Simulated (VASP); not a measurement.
# SrTiO3 (Pm-3m) in VASP: further runs, part 2 of 2

VASP 6.6.1.

**3. Vibrations by perturbation theory, LDA**

This run uses another cell than the first one, of 11.45 Å³/atom.

INCAR

```
SYSTEM = SrTiO3
  ALGO = Normal
  EDIFF = 1E-8
  ENCUT = 600
  GGA = CA
  GGA_COMPAT = .FALSE.
  IBRION = 8
  ISIF = 2
  ISMEAR = 0
  LASPH = .TRUE.
  LCHARG = .FALSE.
  LREAL = .FALSE.
  LWAVE = .FALSE.
  NBANDS = 28
  NELM = 120
  NSW = 1
  PREC = Accurate
  SIGMA = 0.01
```

KPOINTS

```
k-points
0
G
  6 6 6
  0 0 0
```

POSCAR

```
SrTiO3
1.0
    3.8542043545      0.0000000000      0.0000000000
    0.0000000000      3.8542043545      0.0000000000
    0.0000000000      0.0000000000      3.8542043545
Sr Ti O
1 1 3
Direct
    0.5000000000      0.5000000000      0.5000000000
    0.0000000000      0.0000000000      0.0000000000
    0.5000000000      0.0000000000      0.0000000000
    0.0000000000      0.5000000000      0.0000000000
    0.0000000000      0.0000000000      0.5000000000
```

Potentials or basis: VASP PAW LDA potentials, release 64 (Sr_sv, Ti_sv, O).

Run with:

```sh
$ cat potpaw_LDA.64/Sr_sv/POTCAR potpaw_LDA.64/Ti_sv/POTCAR potpaw_LDA.64/O/POTCAR > POTCAR
$ mpirun -np 1 vasp_std > vasp.out
```

OUTCAR:

```text
SYSTEM = SrTiO3
   EDIFF = 1E-8
   ENCUT = 600
   GGA = CA
   IBRION = 8
   ISIF = 2
   ISMEAR = 0
   LASPH = .TRUE.
   LREAL = .FALSE.
   NELM = 120
   NSW = 1
   PREC = Accurate

 ion  position               nearest neighbor table
   1  0.500  0.500  0.500-   3 2.73   4 2.73   5 2.73   3 2.73   4 2.73   3 2.73   5 2.73   3 2.73
                             4 2.73   5 2.73   4 2.73   5 2.73   2 3.34   2 3.34   2 3.34   2 3.34
   2  0.000  0.000  0.000-   3 1.93   4 1.93   5 1.93   5 1.93   4 1.93   3 1.93   1 3.34   1 3.34
                             1 3.34   1 3.34   1 3.34   1 3.34   1 3.34   1 3.34
   3  0.500  0.000  0.000-   2 1.93   2 1.93   1 2.73   1 2.73   1 2.73   1 2.73
   4  0.000  0.500  0.000-   2 1.93   2 1.93   1 2.73   1 2.73   1 2.73   1 2.73
   5  0.000  0.000  0.500-   2 1.93   2 1.93   1 2.73   1 2.73   1 2.73   1 2.73

  LATTYP: Found a simple cubic cell.
 ALAT       =     3.8542043545

  Lattice vectors:

 A1 = (   3.8542043545,   0.0000000000,   0.0000000000)
 A2 = (   0.0000000000,   3.8542043545,   0.0000000000)
 A3 = (   0.0000000000,   0.0000000000,   3.8542043545)

Analysis of symmetry for initial positions (statically):
=====================================================================
 Subroutine PRICEL returns:
 Original cell was already a primitive cell.

[... 865 lines left out ...]
 SECOND DERIVATIVES (NOT SYMMETRIZED)
 ------------------------------------
               1X          1Y          1Z          2X          2Y          2Z          3X          3Y          3Z          4X          4Y          4Z          5X          5Y          5Z
  1X    -4.037886    0.000000   -0.000000    3.265915   -0.000000   -0.000000    1.215446    0.000000    0.000000   -0.221737    0.000000    0.000000   -0.221737   -0.000000    0.000000
  1Y     0.000000   -4.037886   -0.000000   -0.000000    3.265915   -0.000000   -0.000000   -0.221737    0.000000    0.000000    1.215446    0.000000    0.000000   -0.221737    0.000000
  1Z    -0.000000   -0.000000   -4.037886    0.000000   -0.000000    3.265915    0.000000    0.000000   -0.221737   -0.000000    0.000000   -0.221737   -0.000000    0.000000    1.215446
  2X     3.264017   -0.000000    0.000000   -3.498767    0.000000   -0.000000    1.443251   -0.000000    0.000000   -0.604250    0.000000   -0.000000   -0.604250    0.000000    0.000000
  2Y    -0.000000    3.264017    0.000000    0.000000   -3.498767   -0.000000    0.000000   -0.604250   -0.000000   -0.000000    1.443251    0.000000    0.000000   -0.604250    0.000000
  2Z     0.000000    0.000000    3.264017   -0.000000   -0.000000   -3.498767    0.000000   -0.000000   -0.604250   -0.000000    0.000000   -0.604250    0.000000    0.000000    1.443251
  3X     1.205211    0.000000    0.000000    1.426427    0.000000   -0.000000  -14.027587    0.000000    0.000000    5.697975    0.000000    0.000000    5.697975    0.000000   -0.000000
  3Y     0.000000   -0.225541    0.000000    0.000000   -0.649258    0.000000    0.000000   -3.878677    0.000000    0.000000    5.701471    0.000000    0.000000   -0.947995    0.000000
  3Z     0.000000    0.000000   -0.225541    0.000000    0.000000   -0.649258    0.000000    0.000000   -3.878677    0.000000    0.000000   -0.947995    0.000000    0.000000    5.701471
  4X    -0.225541    0.000000    0.000000   -0.649258    0.000000    0.000000    5.701471    0.000000    0.000000   -3.878677    0.000000    0.000000   -0.947995    0.000000    0.000000
  4Y     0.000000    1.205211   -0.000000   -0.000000    1.426427    0.000000    0.000000    5.697975    0.000000   -0.000000  -14.027587    0.000000    0.000000    5.697975    0.000000
  4Z     0.000000    0.000000   -0.225541    0.000000    0.000000   -0.649258    0.000000    0.000000   -0.947995    0.000000    0.000000   -3.878677    0.000000    0.000000    5.701471
  5X    -0.225541    0.000000    0.000000   -0.649258    0.000000    0.000000    5.701471    0.000000    0.000000   -0.947995    0.000000    0.000000   -3.878677    0.000000    0.000000
  5Y     0.000000   -0.225541    0.000000    0.000000   -0.649258    0.000000    0.000000   -0.947995    0.000000    0.000000    5.701471    0.000000    0.000000   -3.878677    0.000000
  5Z    -0.000000   -0.000000    1.205211    0.000000   -0.000000    1.426427   -0.000000    0.000000    5.697975    0.000000   -0.000000    5.697975    0.000000    0.000000  -14.027587

 Eigenvectors and eigenvalues of the dynamical matrix
 ----------------------------------------------------

   1 f  =   16.934567 THz   106.403020 2PiTHz  564.876337 cm-1    70.035708 meV
             X         Y         Z           dx          dy          dz
      1.927102  1.927102  1.927102     0.026091    0.000226    0.000000
      0.000000  0.000000  0.000000     0.054060    0.000468   -0.000000
      1.927102  0.000000  0.000000    -0.863248    0.003068   -0.000000
      0.000000  1.927102  0.000000     0.354348   -0.007475    0.000000
      0.000000  0.000000  1.927102     0.354348    0.003068    0.000000
[... 105 lines left out ...]
  15 f/i=    0.112838 THz     0.708981 2PiTHz    3.763866 cm-1     0.466660 meV
             X         Y         Z           dx          dy          dz
      1.927102  1.927102  1.927102     0.053468   -0.205639    0.633974
      0.000000  0.000000  0.000000     0.038743   -0.149005    0.459373
      1.927102  0.000000  0.000000     0.025602   -0.101002    0.311384
      0.000000  1.927102  0.000000     0.026262   -0.098466    0.311384
      0.000000  0.000000  1.927102     0.026262   -0.101002    0.303564

--------------------------------------------------------------------------------------------------------

 ELASTIC MODULI CONTR FROM IONIC RELAXATION (kBar)
 Direction    XX          YY          ZZ          XY          YZ          ZX
 --------------------------------------------------------------------------------
 XX           0.0000      0.0000      0.0000      0.0000      0.0000      0.0000
 YY           0.0000      0.0000      0.0000      0.0000      0.0000      0.0000
 ZZ           0.0000      0.0000      0.0000      0.0000      0.0000      0.0000
 XY           0.0000      0.0000      0.0000      0.0000      0.0000      0.0000
 YZ           0.0000      0.0000      0.0000      0.0000      0.0000      0.0000
 ZX           0.0000      0.0000      0.0000      0.0000      0.0000      0.0000
 --------------------------------------------------------------------------------
```

It took 11 min on 1 thread of Oxide Virtual Turin-like, shared host; peak memory 0.4 GiB.

What came out:

```
Highest phonon frequency at Γ, LO-TO splitting left out : 565 cm⁻¹
```

Phonon frequencies in cm⁻¹ (negative: imaginary):
```
              q point                                            frequencies
(0.000, 0.000, 0.000)  -4 -4 -4 59 59 59 174 174 174 223 223 223 565 565 565
```

**4. Vibrations by perturbation theory, LDA**

This run uses another cell than the first one, of 11.57 Å³/atom.

INCAR

```
  PREC = Accurate
  ENCUT = 600
  EDIFF = 1E-8
  ISMEAR = 0
  SIGMA = 0.01
  LREAL = False
  LASPH = True
  NELM = 120
  ALGO = Normal
  ISIF = 2
  LWAVE = False
  LCHARG = False
  NBANDS = 28
  IBRION = 8
  NSW = 1
  GGA_COMPAT = False
```

KPOINTS

```
regular mesh
0
Gamma
  6 6 6
```

POSCAR: that of step 3 with these lines changed.

```diff
@@ -2,5 +2,5 @@
 1.0
-    3.8542043545      0.0000000000      0.0000000000
-    0.0000000000      3.8542043545      0.0000000000
-    0.0000000000      0.0000000000      3.8542043545
+    3.8671987873      0.0000000000      0.0000000000
+    0.0000000000      3.8671987873      0.0000000000
+    0.0000000000      0.0000000000      3.8671987873
 Sr Ti O
```

Potentials or basis: VASP PAW LDA potentials, release 64 (Sr_sv, Ti_sv, O).

Run with:

```sh
$ cat potpaw_LDA.64/Sr_sv/POTCAR potpaw_LDA.64/Ti_sv/POTCAR potpaw_LDA.64/O/POTCAR > POTCAR
$ mpirun -np 1 vasp_std > vasp.out
```

OUTCAR:

```text
PREC = Accurate
   ENCUT = 600
   EDIFF = 1E-8
   ISMEAR = 0
   LREAL = False
   LASPH = True
   NELM = 120
   ISIF = 2
   IBRION = 8
   NSW = 1

 ion  position               nearest neighbor table
   1  0.500  0.500  0.500-   3 2.73   4 2.73   5 2.73   3 2.73   4 2.73   3 2.73   5 2.73   3 2.73
                             4 2.73   5 2.73   4 2.73   5 2.73   2 3.35   2 3.35   2 3.35   2 3.35
   2  0.000  0.000  0.000-   3 1.93   4 1.93   5 1.93   5 1.93   4 1.93   3 1.93   1 3.35   1 3.35
                             1 3.35   1 3.35   1 3.35   1 3.35   1 3.35   1 3.35
   3  0.500  0.000  0.000-   2 1.93   2 1.93   1 2.73   1 2.73   1 2.73   1 2.73
[... 903 lines left out ...]

   1 f  =   16.559823 THz   104.048438 2PiTHz  552.376243 cm-1    68.485895 meV
             X         Y         Z           dx          dy          dz
      1.933599  1.933599  1.933599     0.000000   -0.000000   -0.029815
      0.000000  0.000000  0.000000     0.000000   -0.000000   -0.031405
      1.933599  0.000000  0.000000    -0.000000   -0.000000   -0.365844
      0.000000  1.933599  0.000000     0.000000    0.000000   -0.365844
      0.000000  0.000000  1.933599     0.000000   -0.000000    0.854659
[... 105 lines left out ...]
  15 f/i=    0.445261 THz     2.797658 2PiTHz   14.852309 cm-1     1.841451 meV
             X         Y         Z           dx          dy          dz
      1.933599  1.933599  1.933599    -0.279274   -0.011903    0.002093
      0.000000  0.000000  0.000000    -0.105638   -0.004503    0.000792
      1.933599  0.000000  0.000000    -0.503670   -0.024398    0.004290
      0.000000  1.933599  0.000000    -0.572405   -0.021468    0.004290
      0.000000  0.000000  1.933599    -0.572405   -0.024398    0.003774

--------------------------------------------------------------------------------------------------------

 ELASTIC MODULI CONTR FROM IONIC RELAXATION (kBar)
 Direction    XX          YY          ZZ          XY          YZ          ZX
 --------------------------------------------------------------------------------
 XX           0.0000      0.0000      0.0000      0.0000      0.0000      0.0000
 YY           0.0000      0.0000      0.0000      0.0000      0.0000      0.0000
 ZZ           0.0000      0.0000      0.0000      0.0000      0.0000      0.0000
 XY           0.0000      0.0000      0.0000      0.0000      0.0000      0.0000
 YZ           0.0000      0.0000      0.0000      0.0000      0.0000      0.0000
 ZX           0.0000      0.0000      0.0000      0.0000      0.0000      0.0000
 --------------------------------------------------------------------------------
```

OSZICAR:

```text
N       E                     dE             d eps       ncg     rms          rms(c)
DAV:   1     0.443549566536E+03    0.44355E+03   -0.22748E+04  1120   0.172E+03
DAV:   2    -0.286738269654E+01   -0.44642E+03   -0.42582E+03  1240   0.458E+02
DAV:   3    -0.511694383607E+02   -0.48302E+02   -0.47752E+02  1268   0.145E+02
DAV:   4    -0.540718008468E+02   -0.29024E+01   -0.28962E+01  1944   0.302E+01
[... 112 lines left out ...]
RMM:  19    -0.363412192497E+00    0.73579E-07    0.94874E-07  8407   0.224E-04    0.162E-05
RMM:  20    -0.363412190019E+00    0.24777E-08    0.77294E-07  8250   0.195E-04    0.222E-05
RMM:  21    -0.363412163180E+00    0.26839E-07    0.28944E-07  8230   0.176E-04    0.347E-05
RMM:  22    -0.363412168698E+00   -0.55180E-08    0.25317E-07  7489   0.163E-04    0.360E-05
RMM:  23    -0.363412173168E+00   -0.44701E-08    0.93875E-08  7325   0.153E-04    0.375E-05
 Linear response finished
```

Run time: 7.6 min. Hardware: 1 thread of Oxide Virtual Turin-like, shared host; peak memory 0.44 GiB.

Results:

| Quantity | Value |
| --- | --- |
| Highest phonon frequency at Γ, LO-TO splitting left out | 552 cm⁻¹ |

Phonon frequencies in cm⁻¹ (negative: imaginary):
| q point | frequencies |
| --- | --- |
| (0.000, 0.000, 0.000) | -15 -15 -15 16 16 16 168 168 168 223 223 223 552 552 552 |

Caveat: the cell stands under pressure or tension, which shifts response properties; some modes are imaginary.
